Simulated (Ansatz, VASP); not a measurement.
**Two plane-wave programs on Ge3Te2S**

File INCAR:

```
PREC = Accurate ; ENCUT = 520
EDIFF = 1E-6 ; ISMEAR = 0
SIGMA = 0.1 ; LREAL = F
LASPH = T ; NELM = 60
ALGO = Normal ; ISIF = 2
LWAVE = F ; LCHARG = F
GGA = PE ; NBANDS = 39
```

The input KPOINTS:

```
Automatic mesh
0
Gamma
  4 4 2
```

File POSCAR:

```
Ge3Te2S
1.0
    3.9830882000      0.0000000000      0.0000000000
    0.0000000000      3.9830882000      0.0000000000
    0.0000000000      0.0000000000      8.6544687300
Ge Te S
3 2 1
Direct
    0.5000000000      0.0000000000      0.6250519800
    0.0000000000      0.5000000000      0.3749480200
    0.5000000000      0.5000000000      0.0000000000
    0.5000000000      0.0000000000      0.2626059900
    0.0000000000      0.5000000000      0.7373940100
    0.0000000000      0.0000000000      0.0000000000
```

Input for Ansatz:

```yaml
crystal:
  lattice:
    - [3.9830882, 0.0, 0.0]
    - [0.0, 3.9830882, 0.0]
    - [0.0, 0.0, 8.65446873]
  atoms:
    - { symbol: Ge, position: [0.5, 0.0, 0.62505198] }
    - { symbol: Ge, position: [0.0, 0.5, 0.37494802] }
    - { symbol: Ge, position: [0.5, 0.5, 0.0] }
    - { symbol: Te, position: [0.5, 0.0, 0.26260599] }
    - { symbol: Te, position: [0.0, 0.5, 0.73739401] }
    - { symbol: S, position: [0.0, 0.0, 0.0] }
basis:
  ecutwfc: 420
kpoints:
  mp_grid: { grid: [4, 4, 2] }
hamiltonian:
  xc: pbe
scf:
  occupations: { method: gaussian, width: 0.1 }
  lower_state_search: "off"
output:
  forces: true
  stress: true
  eigenvalues: true
```

Change from the starting cell: species swapped into the Ti2CuSb3 type (P-4m2, No. 115).

Alike in both runs: task single point; functional PBE; k mesh 4 × 4 × 2; occupations gaussian, width 0.1 eV; no spin polarisation.

```csv
,VASP,Ansatz
version,VASP 6.6.1,Ansatz 0.2.0
potentials or method,"VASP PAW PBE potentials, release 64 (Ge_d, Te, S), cutoff 520 eV","scalar-relativistic, plane waves, PAW"
valence electrons in the cell,60,80
```

```tsv
	VASP	Ansatz	Ansatz less VASP
gap on the k mesh at the Fermi level (eV)	none	none	-
pressure (GPa)	3.0	3.0	+0.03
traceless stress, the component that is largest in VASP (GPa)	3.91	3.93	+0.019
rms of the force components (eV/Å)	0.557	0.558	+0.0017
```

Atom by atom the forces differ by 0.002 eV/Å (rms over components). A gap of «none» marks a metal or a gap that the smearing closes. With one functional, cell and mesh, what is left measures potentials, basis and numerics. VASP's potentials hold 60 valence electrons a cell and Ansatz's 80, so a difference there can come from the potentials and not from the codes.

The k mesh is coarse, so the values compare programs but aren't converged. Neither program's run includes spin-orbit coupling.
